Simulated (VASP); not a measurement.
# KI (P6_3/mmc) in VASP: notebook

The runs below take KI through single point, with PBEsol, r2SCAN+rVV10.

All numbers are computed with VASP 6.6.1; they aren't measurements. Logs are shortened: lines on timing, memory, paths and dates and some standing lists are left out, and cuts for length are marked.

**1. The cell of the first run**

Symmetry: P6_3/mmc, No. 194, hexagonal system. The conventional cell has a = 4.841 Å, b = 4.841 Å, c = 8.495 Å, α = 90.00°, β = 90.00°, γ = 120.00°. K (site symmetry -3m) has 6 I at 3.51 Å and 2 K at 4.25 Å within 4.6 Å. I (site symmetry -6m2) has 6 K at 3.51 Å within 4.6 Å.

**2. Single point, PBEsol**

INCAR reads:

```
SYSTEM = KI
PREC = Accurate
ENCUT = 520
EDIFF = 1E-7
ISMEAR = -1
SIGMA = 0.03
LREAL = .False.
LASPH = .True.
NELM = 80
ALGO = Normal
ISIF = 2
LWAVE = .False.
LCHARG = .False.
GGA = PS
NBANDS = 24
```

KPOINTS reads:

```
Automatic mesh
0
Gamma
  6 6 4
  0 0 0
```

POSCAR reads:

```
KI
1.0
    4.8413792556      0.0000000000      0.0000000000
   -2.4206896278      4.1927574247      0.0000000000
    0.0000000000      0.0000000000      8.4947532443
K I
2 2
Direct
    0.0000000000      0.0000000000      0.0000000000
    0.0000000000      0.0000000000      0.5000000000
    0.3333333333      0.6666666667      0.2500000000
    0.6666666667      0.3333333333      0.7500000000
```

Potentials or basis: VASP PAW PBE potentials, release 64 (K_sv, I).

The run is started by

```console
$ cat potpaw_PBE.64/K_sv/POTCAR potpaw_PBE.64/I/POTCAR > POTCAR
$ mpirun -np 1 vasp_std > vasp.out
```

OUTCAR:

```text
SYSTEM = KI
   PREC = Accurate
   ENCUT = 520
   EDIFF = 1E-7
   ISMEAR = -1
   LREAL = .False.
   LASPH = .True.
   NELM = 80
   ISIF = 2
   GGA = PS

 ion  position               nearest neighbor table
   1  0.000  0.000  0.000-   3 3.51   4 3.51   3 3.51   4 3.51   4 3.51   3 3.51
   2  0.000  0.000  0.500-   3 3.51   4 3.51   3 3.51   4 3.51   4 3.51   3 3.51
   3  0.333  0.667  0.250-   1 3.51   2 3.51   1 3.51   2 3.51   1 3.51   2 3.51
   4  0.667  0.333  0.750-   1 3.51   2 3.51   1 3.51   2 3.51   1 3.51   2 3.51

  LATTYP: Found a hexagonal cell.
 ALAT       =     4.8413792556
 C/A-ratio  =     1.7546142939

  Lattice vectors:

 A1 = (   4.8413792556,   0.0000000000,   0.0000000000)
 A2 = (  -2.4206896278,   4.1927574247,   0.0000000000)
 A3 = (   0.0000000000,   0.0000000000,   8.4947532443)

Analysis of symmetry for initial positions (statically):
=====================================================================
 Subroutine PRICEL returns:
 Original cell was already a primitive cell.

 Routine SETGRP: Setting up the symmetry group for a
 hexagonal supercell.

 Subroutine GETGRP returns: Found 24 space group operations
 (whereof 12 operations were pure point group operations)
 out of a pool of 24 trial point group operations.

The static configuration has the point symmetry D_3d.
 The point group associated with its full space group is D_6h.

Analysis of symmetry for dynamics (positions and initial velocities):
=====================================================================
 Subroutine PRICEL returns:
 Original cell was already a primitive cell.

 Routine SETGRP: Setting up the symmetry group for a
 hexagonal supercell.

 Subroutine GETGRP returns: Found 24 space group operations
 (whereof 12 operations were pure point group operations)
 out of a pool of 24 trial point group operations.

The dynamic configuration has the point symmetry D_3d.
 The point group associated with its full space group is D_6h.

 Subroutine INISYM returns: Found 24 space group operations
 (whereof 12 operations are pure point group operations),
 and found     1 'primitive' translations

----------------------------------------------------------------------------------------

                                     Primitive cell

  volume of cell :     172.4327

  direct lattice vectors                    reciprocal lattice vectors
     4.841379256  0.000000000  0.000000000     0.206552709  0.119253262  0.000000000
[... 86 lines left out ...]
   EDIFF  = 0.1E-06   stopping-criterion for ELM
   LREAL  =      F    real-space projection
   EDIFFG = 0.1E-05   stopping-criterion for IOM
   NSW    =      0    number of steps for IOM
   IBRION =     -1    ionic relax: 0-MD 1-quasi-New 2-CG
   NFREE  =      0    steps in history (QN), initial steepest desc. (CG)
   ISIF   =      2    stress and relaxation
   ISYM   =      2    0-nonsym 1-usesym 2-fastsym
   POTIM  = 0.5000    time-step for ionic-motion
   TEBEG  =    0.0;   TEEND  =   0.0 temperature during run
   PSTRESS=    0.0 pullay stress
   NELECT =      32.0000    total number of electrons
   NUPDOWN=      -1.0000    fix difference up-down
   EMIN   =  10.00;   EMAX   =-10.00  energy-range for DOS
   EFERMI =   0.00;   METHOD = LEGACY
   ISMEAR =    -1;   SIGMA  =   0.03  broadening in eV -4-tet -1-fermi 0-gaus
   EFERMI_NEDOS =   21; number of points for ismear=-14 and -15
   IALGO  =     38    algorithm
   IMIX   =      4    mixing-type and parameters
     AMIX     =   0.40;   BMIX     =  1.00
     AMIX_MAG =   1.60;   BMIX_MAG =  1.00
  volume/ion in A,a.u.               =      43.11       290.91
  Fermi-wavevector in a.u.,A,eV,Ry     =   0.933795  1.764617 11.863918  0.871973
  Thomas-Fermi vector in A             =   2.060534
   LORBIT       =      0    0 simple, 1 ext, 2 COOP (PROOUT), +10 PAW based schemes
   GGA     = PS    functional components
   LHFCALC =     F    Hartree Fock is set to
   AEXX    =    0.0000 exact exchange contribution
   IVDW    =     0    specifies the selected vdW correction
   LEPSILON=     F    determine dielectric tensor
   LRPA    =     F    only Hartree local field effects (RPA)
 non-spin polarized calculation
  energy-cutoff  :      520.00
  volume of cell :      172.43
 maximum number of plane-waves:      4674
 NGX is ok and might be reduce to    36
   NGX = 17   NGY = 17   NGZ = 31

 number of electron      31.9999998 magnetization

 Free energy of the ion-electron system (eV)
  ---------------------------------------------------
  ext. energy  EPLUGINS =         0.00000000
  ---------------------------------------------------
  free energy    TOTEN  =       -11.55692481 eV

  energy without entropy =      -11.55692481  energy(sigma->0) =      -11.55692481

 E-fermi :   0.3489     XC(G=0):  -7.4276

 val. band max:       -0.3095298088   @ k =   0.0000   0.0000   0.0000
 cond. band min:       3.4735078081   @ k =   0.0000   0.0000   0.0000
 fundamental gap:      3.7830376169
 Fermi energy:         0.3488782354

 k-point     1 :       0.0000    0.0000    0.0000
  band No.  band energies     occupation
      1     -28.7325      2.00000
      2     -28.7265      2.00000
      3     -12.5121      2.00000
      4     -12.2892      2.00000
      5     -12.2892      2.00000
      6     -12.2741      2.00000
[... 556 lines left out ...]
     23       7.1257      0.00000
     24       7.1257      0.00000

------------------------ aborting loop because EDIFF is reached ----------------------------------------

  FORCE on cell =-STRESS in cart. coord.  units (eV):
  Direction    XX          YY          ZZ          XY          YZ          ZX
  --------------------------------------------------------------------------------------
  -------------------------------------------------------------------------------------
  Total        0.0282016      0.0282016      0.0664291     -0.0000000     -0.0000000      0.0000000
  in kB        0.2620381      0.2620381      0.6172335     -0.0000000     -0.0000000      0.0000000
  external PRESSURE =       0.3804366 kB  Pullay stress =       0.0000000 kB

 VOLUME and BASIS-vectors are now :
 -----------------------------------------------------------------------------
  energy-cutoff  :      520.00
  volume of cell :      172.43
      direct lattice vectors                 reciprocal lattice vectors
     4.841379256  0.000000000  0.000000000     0.206552709  0.119253262  0.000000000
    -2.420689628  4.192757425  0.000000000     0.000000000  0.238506524  0.000000000
     0.000000000  0.000000000  8.494753244     0.000000000  0.000000000  0.117719723

 POSITION                                       TOTAL-FORCE (eV/Angst)
 -----------------------------------------------------------------------------------
      0.00000      0.00000      0.00000        -0.000000      0.000000      0.000000
      0.00000      0.00000      4.24738         0.000000      0.000000      0.000000
     -0.00000      2.79517      2.12369        -0.000000      0.000000     -0.000000
      2.42069      1.39759      6.37106         0.000000      0.000000     -0.000000
 -----------------------------------------------------------------------------------
    total drift:                               -0.000000      0.000000     -0.000000

  FREE ENERGIE OF THE ION-ELECTRON SYSTEM (eV)
  ---------------------------------------------------
  free  energy   TOTEN  =       -11.5569248133 eV

  energy  without entropy=      -11.5569248133  energy(sigma->0) =      -11.55692481
```

OSZICAR:

```text
N       E                     dE             d eps       ncg     rms          rms(c)
DAV:   1     0.206520256698E+03    0.20652E+03   -0.13096E+04  1008   0.113E+03
DAV:   2     0.443564185031E+01   -0.20208E+03   -0.19288E+03  1240   0.275E+02
DAV:   3    -0.112852943299E+02   -0.15721E+02   -0.15659E+02  1656   0.647E+01
DAV:   4    -0.117143187007E+02   -0.42902E+00   -0.42802E+00  1480   0.107E+01
DAV:   5    -0.117288404519E+02   -0.14522E-01   -0.14521E-01  1464   0.146E+00    0.438E+00
DAV:   6    -0.115632287252E+02    0.16561E+00   -0.21169E-01  1272   0.249E+00    0.317E+00
DAV:   7    -0.115532149991E+02    0.10014E-01   -0.33860E-01  1240   0.256E+00    0.104E+00
DAV:   8    -0.115558616349E+02   -0.26466E-02   -0.57741E-02  1352   0.132E+00    0.192E-01
DAV:   9    -0.115562565415E+02   -0.39491E-03   -0.18242E-03  1440   0.203E-01    0.111E-01
DAV:  10    -0.115567426948E+02   -0.48615E-03   -0.50050E-04  1296   0.977E-02    0.630E-02
DAV:  11    -0.115569184746E+02   -0.17578E-03   -0.18923E-04  1384   0.720E-02    0.226E-02
DAV:  12    -0.115569171447E+02    0.13299E-05   -0.85849E-06  1312   0.185E-02    0.161E-02
DAV:  13    -0.115569246898E+02   -0.75451E-05   -0.92451E-06  1440   0.140E-02    0.693E-03
DAV:  14    -0.115569248150E+02   -0.12520E-06   -0.10615E-06  1144   0.445E-03    0.155E-03
DAV:  15    -0.115569248133E+02    0.16635E-08   -0.63229E-08   960   0.134E-03
   1 F= -.11556925E+02 E0= -.11556925E+02  d E =-.963106E-11
```

stdout:

```text
POSCAR found type information on POSCAR K I
 POSCAR found :  2 types and       4 ions
 scaLAPACK will be used
 -----------------------------------------------------------------------------
|                                                                             |
|                                                                             |
|     You enforced a specific xc type in the INCAR file but a different       |
|     I HOPE YOU KNOW WHAT YOU ARE DOING!                                     |
|                                                                             |
 -----------------------------------------------------------------------------

 LDA part: xc-table for (Slater+PW92), standard interpolation
 POSCAR, INCAR and KPOINTS ok, starting setup
 FFT: planning ... GRIDC
 FFT: planning ... GRID_SOFT
 FFT: planning ... GRID
 WAVECAR not read
 entering main loop
```

It took 82 s on 1 thread of Intel Xeon Platinum 8259CL at 2.50GHz (Skylake/Cascade Lake), shared host; peak memory 0.29 GiB.

What came out:

* Free energy: -11.5569 eV
* Pressure: 0.0 GPa
* Band gap on the k mesh: 3.78 eV, direct

Caveat: the PAW data sets were made with another functional, which shifts forces and pressure a little; spin-orbit coupling is left out, which moves the levels of the heavy elements. A k mesh can miss the band edges.

**3. Single point, r2SCAN+rVV10**

POSCAR is that of step 2.

INCAR.step1 reads:

```
SYSTEM = KI
PREC = Accurate ; ENCUT = 520
ISMEAR = -1 ; SIGMA = 0.03
LREAL = .False. ; LASPH = .True.
NELM = 100 ; NBANDS = 24
GGA = PE ; ALGO = Normal
EDIFF = 1E-4 ; LWAVE = .True.
LCHARG = .False.
```

INCAR.step2 reads:

```
SYSTEM = KI
PREC = Accurate ; ENCUT = 520
EDIFF = 1E-6 ; ISMEAR = -1
SIGMA = 0.03 ; LREAL = .False.
LASPH = .True. ; NELM = 100
ALGO = Normal ; ISIF = 2
LWAVE = .False. ; LCHARG = .True.
METAGGA = R2SCAN ; LMIXTAU = .True.
LUSE_VDW = .True. ; IVDW_NL = 2
BPARAM = 11.95 ; CPARAM = 0.0093
LELF = .True. ; LVHAR = .True.
NBANDS = 24 ; ISTART = 1
```

KPOINTS reads:

```
regular mesh
0
Gamma
  6 6 4
  0 0 0
```

Potentials or basis: VASP PAW PBE potentials, release 64 (K_sv, I).

The run is started by

```console
$ cat potpaw_PBE.64/K_sv/POTCAR potpaw_PBE.64/I/POTCAR > POTCAR
$ cp INCAR.step1 INCAR
$ mpirun -np 1 vasp_std > vasp.out
$ cp INCAR.step2 INCAR
$ mpirun -np 1 vasp_std > vasp.out
```

Wall time 7.7 min (1 thread of Intel Xeon Platinum 8259CL at 2.50GHz (Skylake/Cascade Lake), shared host); peak memory 0.63 GiB.

It converged, with:

```
Free energy            : -66.7937 eV
Pressure               : 0.0 GPa
Band gap on the k mesh : 4.48 eV, direct
```

Levels at points of the mesh, in eV from the valence-band top:
```
           k point  band 12  band 13  band 14  band 15  band 16  band 17  band 18  band 19  band 20  band 21
(0.00, 0.00, 0.00)    -0.30    -0.30    -0.21     0.00     0.00     4.48     6.01     6.12     7.23     7.23
(0.50, 0.00, 0.00)    -1.01    -0.73    -0.65    -0.40    -0.37     5.46     6.30     6.30     7.80     8.12
(0.00, 0.00, 0.50)    -0.94    -0.15    -0.15    -0.15    -0.15     5.59     5.59     6.82     6.82     7.63
(0.50, 0.00, 0.50)    -1.30    -0.57    -0.57    -0.38    -0.38     6.03     6.03     6.19     6.19     8.79
```

Caveat: the PAW data sets were made with another functional, which shifts forces and pressure a little; spin-orbit coupling is left out, which moves the levels of the heavy elements. A k mesh can miss the band edges.
